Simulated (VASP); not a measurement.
# Si32Ag (a cell with a defect) in VASP: single point with PBE

Aim: the single point of Si32Ag (a cell with a defect) with PBE.

Everything below comes from runs of VASP 6.6.1. Logs are shortened: lines on timing, memory, paths and dates and some standing lists are left out, and cuts for length are marked.

## (1) The cell of the first run

The cell holds a defect, 33 atoms: a = 9.474 Å, b = 9.474 Å, c = 9.474 Å, α = 109.47°, β = 109.47°, γ = 109.47°.

## (2) Single point, PBE

File INCAR:

```
SYSTEM = Si32Ag
ALGO = Normal
EDIFF = 1E-6
ENCUT = 520
GGA = PE
ISIF = 2
ISMEAR = 0
LASPH = .TRUE.
LCHARG = .FALSE.
LREAL = Auto
LWAVE = .FALSE.
NBANDS = 92
NELECT = 138.0
NELM = 100
PREC = Accurate
SIGMA = 0.02
```

File KPOINTS:

```
Automatic mesh
0
Gamma
  2 2 2
  0.5 0.5 0.5
```

File POSCAR:

```
Si32Ag
1.0
   -5.4700937627     -5.4700937627      5.4700937627
    5.4700937627     -5.4700937627     -5.4700937627
    5.4700937627      5.4700937627      5.4700937627
Si Ag
32 1
Direct
    0.2496663785      0.7481565541      0.7481579252
   -0.0000081351      0.7357310815     -0.0000595054
    0.4984841427      0.4984611998      0.7504139194
    0.2517857206      0.5014966140     -0.0000248625
   -0.0000048445      0.5015246756      0.2518659752
    0.7482163337      0.7481924767      0.2497000160
    0.4984739053      0.7504487451      0.4984505053
   -0.0000056672     -0.0000687374      0.7356129848
    0.7482300446      0.2497236902      0.7482086556
    0.5015222991      0.2519553704     -0.0000309867
    0.2647512205      0.2646879675      0.2647066143
   -0.0000059414      0.2519227384      0.5015267780
    0.7503574304      0.4984849654      0.4984854224
    0.7353364813     -0.0000593226     -0.0000427781
    0.5015120616     -0.0000304382      0.2519111298
    0.2517986089     -0.0000276046      0.5014868335
    0.2499735945      0.7500028661      0.4999974623
    0.0000011883      0.7455519369      0.7455176596
    0.5106917031      0.5107837491      0.5107481921
    0.2500005593      0.5000121787      0.7500204161
    0.0000138023      0.4896964506      0.0000691030
    0.7454800917      0.7455836549      0.0000024680
    0.4999993818      0.7499407100      0.2499250578
    0.0000131625      0.0001014608      0.4896055015
    0.7499860474      0.2499970858      0.5000163834
    0.5000034951      0.2499409625      0.7499283701
    0.2545312860      0.2545426204      0.0001045686
    0.0000367453      0.2545138274      0.2545034071
    0.7500141091      0.5000255240      0.2500086944
    0.7454909691      0.0000136195      0.7455638197
    0.4893896003      0.0001019178      0.0000671835
    0.2545410665      0.0001320818      0.2545417063
    0.0000679147      0.0004950555      0.0003571237
```

Potentials or basis: VASP PAW PBE potentials, release 64 (Si, Ag).

The run is started by

```console
> cat potpaw_PBE.64/Si/POTCAR potpaw_PBE.64/Ag/POTCAR > POTCAR
> mpirun -np 1 vasp_std > vasp.out
```

OUTCAR:

```text
SYSTEM = Si32Ag
   EDIFF = 1E-6
   ENCUT = 520
   GGA = PE
   ISIF = 2
   ISMEAR = 0
   LASPH = .TRUE.
   LREAL = Auto
   NELECT = 138.0
   NELM = 100
   PREC = Accurate

 ion  position               nearest neighbor table
   1  0.250  0.748  0.748-  18 2.35  31 2.35  20 2.36  17 2.36
   2  1.000  0.736  1.000-  21 2.33  18 2.44  22 2.44  32 2.44  33 2.51
   3  0.498  0.498  0.750-  22 2.35  19 2.35  26 2.36  20 2.36
   4  0.252  0.501  1.000-  27 2.35  21 2.35  20 2.36  23 2.36
   5  1.000  0.502  0.252-  28 2.35  21 2.35  29 2.36  17 2.36
   6  0.748  0.748  0.250-  22 2.35  24 2.35  29 2.36  23 2.36
   7  0.498  0.750  0.498-  30 2.35  19 2.35  23 2.36  17 2.36
   8  1.000  1.000  0.736-  24 2.33  18 2.44  30 2.44  27 2.44  33 2.51
   9  0.748  0.250  0.748-  30 2.35  21 2.35  25 2.36  26 2.36
  10  0.502  0.252  1.000-  27 2.35  31 2.35  26 2.36  29 2.36
  11  0.265  0.265  0.265-  19 2.33  32 2.44  27 2.44  28 2.45  33 2.51
  12  1.000  0.252  0.502-  28 2.35  24 2.35  25 2.36  20 2.36
  13  0.750  0.498  0.498-  18 2.35  19 2.35  25 2.36  29 2.36
  14  0.735  1.000  1.000-  31 2.33  22 2.44  30 2.44  28 2.45  33 2.51
  15  0.502  1.000  0.252-  32 2.35  31 2.35  23 2.36  25 2.36
  16  0.252  1.000  0.501-  32 2.35  24 2.35  17 2.36  26 2.36
  17  0.250  0.750  0.500-   5 2.36  16 2.36   7 2.36   1 2.36
  18  0.000  0.746  0.746-  13 2.35   1 2.35   8 2.44   2 2.44  33 2.79
  19  0.511  0.511  0.511-  11 2.33   7 2.35   3 2.35  13 2.35
  20  0.250  0.500  0.750-  12 2.36   4 2.36   3 2.36   1 2.36
  21  0.000  0.490  0.000-   2 2.33   5 2.35   4 2.35   9 2.35
  22  0.745  0.746  0.000-   3 2.35   6 2.35  14 2.44   2 2.44  33 2.79
  23  0.500  0.750  0.250-  15 2.36   7 2.36   4 2.36   6 2.36
  24  0.000  0.000  0.490-   8 2.33  12 2.35  16 2.35   6 2.35
  25  0.750  0.250  0.500-  12 2.36   9 2.36  15 2.36  13 2.36
  26  0.500  0.250  0.750-  10 2.36   3 2.36  16 2.36   9 2.36
  27  0.255  0.255  0.000-  10 2.35   4 2.35  11 2.44   8 2.44  33 2.78
  28  0.000  0.255  0.255-  12 2.35   5 2.35  11 2.45  14 2.45  33 2.78
  29  0.750  0.500  0.250-   5 2.36  10 2.36   6 2.36  13 2.36
  30  0.745  0.000  0.746-   7 2.35   9 2.35  14 2.44   8 2.44  33 2.78
  31  0.489  0.000  0.000-  14 2.33  10 2.35  15 2.35   1 2.35
  32  0.255  0.000  0.255-  15 2.35  16 2.35  11 2.44   2 2.44  33 2.78
  33  0.000  0.000  0.000-  11 2.51  14 2.51   8 2.51   2 2.51  28 2.78  27 2.78  30 2.78  32 2.78
                            22 2.79  18 2.79

  LATTYP: Found a body centered cubic cell.
 ALAT       =    10.9401875254

  Lattice vectors:

 A1 = (  -5.4700937627,  -5.4700937627,   5.4700937627)
 A2 = (   5.4700937627,  -5.4700937627,  -5.4700937627)
 A3 = (   5.4700937627,   5.4700937627,   5.4700937627)

Analysis of symmetry for initial positions (statically):
=====================================================================
 Subroutine PRICEL returns:
 Original cell was already a primitive cell.

 Routine SETGRP: Setting up the symmetry group for a
 body centered cubic supercell.

 Subroutine GETGRP returns: Found  1 space group operations
 (whereof  1 operations were pure point group operations)
 out of a pool of 48 trial point group operations.

The static configuration has the point symmetry C_1 .

Analysis of symmetry for dynamics (positions and initial velocities):
=====================================================================
 Subroutine PRICEL returns:
 Original cell was already a primitive cell.

 Routine SETGRP: Setting up the symmetry group for a
 body centered cubic supercell.

 Subroutine GETGRP returns: Found  1 space group operations
 (whereof  1 operations were pure point group operations)
 out of a pool of 48 trial point group operations.

The dynamic configuration has the point symmetry C_1 .

 Subroutine INISYM returns: Found  1 space group operations
 (whereof  1 operations are pure point group operations),
 and found     1 'primitive' translations

----------------------------------------------------------------------------------------

                                     Primitive cell

  volume of cell :     654.7030

  direct lattice vectors                    reciprocal lattice vectors
    -5.470093763 -5.470093763  5.470093763     0.000000000 -0.091406111  0.091406111
     5.470093763 -5.470093763 -5.470093763     0.091406111 -0.091406111  0.000000000
     5.470093763  5.470093763  5.470093763     0.091406111  0.000000000  0.091406111

  length of vectors
     9.474480319  9.474480319  9.474480319     0.129267762  0.129267762  0.129267762

  position of ions in fractional coordinates (direct lattice)
     0.249666379  0.748156554  0.748157925
     0.999991865  0.735731081  0.999940495
     0.498484143  0.498461200  0.750413919
     0.251785721  0.501496614  0.999975138
     0.999995156  0.501524676  0.251865975
     0.748216334  0.748192477  0.249700016
[... 25 lines left out ...]
     0.254541067  0.000132082  0.254541706
     0.000067915  0.000495055  0.000357124

  ion indices of the primitive-cell ions
   primitive index   ion index
                 1           1
                 2           2
                 3           3
                 4           4
                 5           5
                 6           6
[... 25 lines left out ...]
                32          32
                33          33

----------------------------------------------------------------------------------------

 KPOINTS: Automatic mesh

Automatic generation of k-mesh.
 Grid dimensions read from file:
 generate k-points for:    2    2    2

 Generating k-lattice:

  Cartesian coordinates                     Fractional coordinates (reciprocal lattice)
     0.000000000 -0.045703056  0.045703056     0.500000000  0.000000000  0.000000000
     0.045703056 -0.045703056  0.000000000     0.000000000  0.500000000  0.000000000
     0.045703056  0.000000000  0.045703056     0.000000000  0.000000000  0.500000000

  Length of vectors
     0.064633881  0.064633881  0.064633881

  Shift w.r.t. Gamma in fractional coordinates (k-lattice)
     0.500000000  0.500000000  0.500000000

 Subroutine IBZKPT returns following result:
 ===========================================

 Found      4 irreducible k-points:

 Following reciprocal coordinates:
            Coordinates               Weight
  0.250000  0.250000  0.250000      2.000000
 -0.250000  0.250000  0.250000      2.000000
  0.250000 -0.250000  0.250000      2.000000
  0.250000  0.250000 -0.250000      2.000000
   k-points           NKPTS =      4   k-points in BZ     NKDIM =      4   number of bands    NBANDS=     92
   number of dos      NEDOS =    301   number of ions     NIONS =     33
   total plane-waves  NPLWV = 343000
   dimension x,y,z NGX =    70 NGY =   70 NGZ =   70
   dimension x,y,z NGXF=   140 NGYF=  140 NGZF=  140
   ions per type =              32   1
   NGX,Y,Z   is equivalent  to a cutoff of  12.28, 12.28, 12.28 a.u.
   NGXF,Y,Z  is equivalent  to a cutoff of  24.57, 24.57, 24.57 a.u.
 SYSTEM =  Si32Ag
   PREC   = accura    normal or accurate (medium, high low for compatibility)
   ISTART =      0    job   : 0-new  1-cont  2-samecut
   ICHARG =      2    charge: 1-file 2-atom 10-const
   ISPIN  =      1    spin polarized calculation?
   LNONCOLLINEAR =      F non collinear calculations
   LSORBIT =      F    spin-orbit coupling
   LASPH  =      T    aspherical Exc in radial PAW
   ENCUT  =  520.0 eV  38.22 Ry    6.18 a.u.  17.62 17.62 17.62*2*pi/ulx,y,z
   NELM   =    100;   NELMIN=  2; NELMDL= -5     # of ELM steps
   EDIFF  = 0.1E-05   stopping-criterion for ELM
   LREAL  =      T    real-space projection
   EDIFFG = 0.1E-04   stopping-criterion for IOM
   NSW    =      0    number of steps for IOM
   IBRION =     -1    ionic relax: 0-MD 1-quasi-New 2-CG
   NFREE  =      0    steps in history (QN), initial steepest desc. (CG)
   ISIF   =      2    stress and relaxation
   ISYM   =      2    0-nonsym 1-usesym 2-fastsym
   POTIM  = 0.5000    time-step for ionic-motion
   TEBEG  =    0.0;   TEEND  =   0.0 temperature during run
   PSTRESS=    0.0 pullay stress
   NELECT =     138.0000    total number of electrons
   NUPDOWN=      -1.0000    fix difference up-down
   EMIN   =  10.00;   EMAX   =-10.00  energy-range for DOS
   EFERMI =   0.00;   METHOD = LEGACY
   ISMEAR =     0;   SIGMA  =   0.02  broadening in eV -4-tet -1-fermi 0-gaus
   EFERMI_NEDOS =   21; number of points for ismear=-14 and -15
   IALGO  =     38    algorithm
   IMIX   =      4    mixing-type and parameters
     AMIX     =   0.40;   BMIX     =  1.00
     AMIX_MAG =   1.60;   BMIX_MAG =  1.00
  volume/ion in A,a.u.               =      19.84       133.88
  Fermi-wavevector in a.u.,A,eV,Ry     =   0.974286  1.841133 12.915100  0.949233
  Thomas-Fermi vector in A             =   2.104733
   LORBIT       =      0    0 simple, 1 ext, 2 COOP (PROOUT), +10 PAW based schemes
   GGA     = PE    functional components
   LHFCALC =     F    Hartree Fock is set to
   AEXX    =    0.0000 exact exchange contribution
   IVDW    =     0    specifies the selected vdW correction
   LEPSILON=     F    determine dielectric tensor
   LRPA    =     F    only Hartree local field effects (RPA)
 non-spin polarized calculation
 Gauss-broadening in eV      SIGMA  =   0.02
  energy-cutoff  :      520.00
  volume of cell :      654.70
 maximum number of plane-waves:     17628
 NGX is ok and might be reduce to    70
   NGX = 35   NGY = 35   NGZ = 35

 number of electron     138.0000009 magnetization

 Free energy of the ion-electron system (eV)
  ---------------------------------------------------
  ext. energy  EPLUGINS =         0.00000000
  ---------------------------------------------------
  free energy    TOTEN  =      -180.33726999 eV

  energy without entropy =     -180.33726999  energy(sigma->0) =     -180.33726999

 E-fermi :   5.4844     XC(G=0):  -9.4704

 val. band max:        5.3474608632   @ k =   0.2500   0.2500   0.2500
 cond. band min:       6.5200373693   @ k =   0.2500   0.2500  -0.2500
 fundamental gap:      1.1725765060
 Fermi energy:         5.4844279722

 k-point     1 :       0.2500    0.2500    0.2500
  band No.  band energies     occupation
      1      -5.3429      2.00000
      2      -5.1454      2.00000
      3      -5.1451      2.00000
      4      -5.1449      2.00000
      5      -3.4513      2.00000
      6      -3.4028      2.00000
[... 73 lines left out ...]
     80       7.4850      0.00000
     81       7.4853      0.00000

 k-point     2 :      -0.2500    0.2500    0.2500
  band No.  band energies     occupation
      1      -5.7240      2.00000
      2      -4.7785      2.00000
      3      -4.6573      2.00000
      4      -4.6564      2.00000
      5      -4.6077      2.00000
      6      -3.8810      2.00000
[... 73 lines left out ...]
     80       8.1666      0.00000
     81       8.2662      0.00000

 k-point     3 :       0.2500   -0.2500    0.2500
  band No.  band energies     occupation
      1      -5.7240      2.00000
      2      -4.7785      2.00000
      3      -4.6569      2.00000
      4      -4.6569      2.00000
      5      -4.6077      2.00000
      6      -3.8810      2.00000
[... 73 lines left out ...]
     80       8.1666      0.00000
     81       8.2662      0.00000

 k-point     4 :       0.2500    0.2500   -0.2500
  band No.  band energies     occupation
      1      -5.7240      2.00000
      2      -4.7785      2.00000
      3      -4.6570      2.00000
      4      -4.6568      2.00000
      5      -4.6077      2.00000
      6      -3.8810      2.00000
[... 73 lines left out ...]
     80       8.1666      0.00000
     81       8.2662      0.00000
 [bands above 81 left out]

------------------------ aborting loop because EDIFF is reached ----------------------------------------

  FORCE on cell =-STRESS in cart. coord.  units (eV):
  Direction    XX          YY          ZZ          XY          YZ          ZX
  --------------------------------------------------------------------------------------
  -------------------------------------------------------------------------------------
  Total       -2.0681197     -2.0677075     -2.0673187      0.0022994     -0.0152146      0.0025035
  in kB       -5.0610654     -5.0600567     -5.0591053      0.0056270     -0.0372328      0.0061266
  external PRESSURE =      -5.0600758 kB  Pullay stress =       0.0000000 kB

 VOLUME and BASIS-vectors are now :
 -----------------------------------------------------------------------------
  energy-cutoff  :      520.00
  volume of cell :      654.70
      direct lattice vectors                 reciprocal lattice vectors
    -5.470093763 -5.470093763  5.470093763     0.000000000 -0.091406111  0.091406111
     5.470093763 -5.470093763 -5.470093763     0.091406111 -0.091406111  0.000000000
     5.470093763  5.470093763  5.470093763     0.091406111  0.000000000  0.091406111

 POSITION                                       TOTAL-FORCE (eV/Angst)
 -----------------------------------------------------------------------------------
      6.81928     -1.36569      1.36571         0.001608      0.001569     -0.002000
      4.02424     -4.02480      6.91530        -0.000396      0.004083      0.005063
      4.10471     -1.34855      4.10496         0.001687     -0.002418      0.000470
      6.83590      1.34943      4.10402        -0.001115      0.000793      0.002499
     -1.34895     -6.83572      4.10441        -0.001230      0.001341      0.001711
      1.36575     -6.81961      1.36601        -0.000949     -0.000985     -0.002438
[... 25 lines left out ...]
      0.00073     -0.00072      2.78401        -0.001463      0.002123     -0.000819
      0.00429     -0.00113     -0.00038        -0.001250      0.000464      0.000775
 -----------------------------------------------------------------------------------
    total drift:                                0.010486     -0.002201      0.000170

  FREE ENERGIE OF THE ION-ELECTRON SYSTEM (eV)
  ---------------------------------------------------
  free  energy   TOTEN  =      -180.3372699866 eV

  energy  without entropy=     -180.3372699866  energy(sigma->0) =     -180.33726999
```

Wall time 5.9 min (1 thread of Intel Xeon Platinum 8259CL at 2.50GHz (Skylake/Cascade Lake), shared host); peak memory 0.74 GiB.

Results:

```yaml
Free_energy: -180.3373 eV
Largest_force: 0.007 eV/Å
```

Forces on the atoms (eV/Å):
```
Si   0.002  0.002 -0.002
Si   0.000  0.004  0.005
Si   0.002 -0.002  0.000
Si  -0.001  0.001  0.002
Si  -0.001  0.001  0.002
Si  -0.001 -0.001 -0.002
Si   0.001  0.000  0.003
Si   0.001 -0.004 -0.004
Si  -0.001  0.002  0.000
Si   0.002  0.002  0.000
Si   0.002  0.000 -0.002
Si  -0.001 -0.001 -0.001
Si   0.002 -0.002  0.001
Si   0.003 -0.001  0.000
Si   0.002  0.000 -0.002
Si  -0.001 -0.003 -0.001
Si   0.000  0.000  0.001
Si   0.001  0.000  0.001
Si  -0.003  0.001  0.001
Si   0.000  0.000 -0.001
Si  -0.001 -0.001 -0.001
Si  -0.001 -0.001  0.002
Si   0.002  0.000  0.000
Si  -0.001  0.000  0.000
Si   0.000 -0.001  0.000
Si   0.002  0.000  0.000
Si  -0.001  0.001 -0.002
Si  -0.003  0.000 -0.001
Si   0.000  0.000  0.000
Si   0.000 -0.001  0.001
Si  -0.002  0.001  0.000
Si  -0.001  0.002 -0.001
Ag  -0.001  0.000  0.001
```

Caveat: the cell carries a net charge on a neutralising background, which shifts energy and pressure; the cell is charged against a uniform background, so pressure and absolute levels hang on convention.
